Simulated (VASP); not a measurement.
GaN:

```xyz
4
Lattice="3.3000 0.0000 0.0000 -1.6500 2.8579 0.0000 0.0000 0.0000 4.7559" Properties=species:S:1:pos:R:3 pbc="T T T"
Ga    0.0000    1.9053    1.1890
Ga    1.6500    0.9526    3.5669
N     1.6500    0.9526    1.1890
N     0.0000    1.9053    3.5669
```

Program: VASP 6.6.1. Alike in all runs: task single point; no spin polarisation; cell as given; cutoff (eV) 520; smearing gaussian 0.01 eV.

Q: Order these runs on this cell by their pressure, lowest first.
A. level PBE; potentials or basis VASP PAW PBE potentials, release 64 (Ga_d, N); k mesh 6 × 6 × 4
B. level r2SCAN; potentials or basis VASP PAW PBE potentials, release 64 (Ga_d, N); k mesh 12 × 12 × 6
C. level LDA; potentials or basis VASP PAW LDA potentials, release 64 (Ga_d, N); k mesh 12 × 12 × 6

A: C (-4.3 GPa), B (0.9 GPa), A (6.4 GPa).

Caveats: the PAW data sets were made with another functional, which shifts forces and pressure a little (at least some runs); the cell stands under pressure (at least some runs); the cell stands under tension (at least some runs).
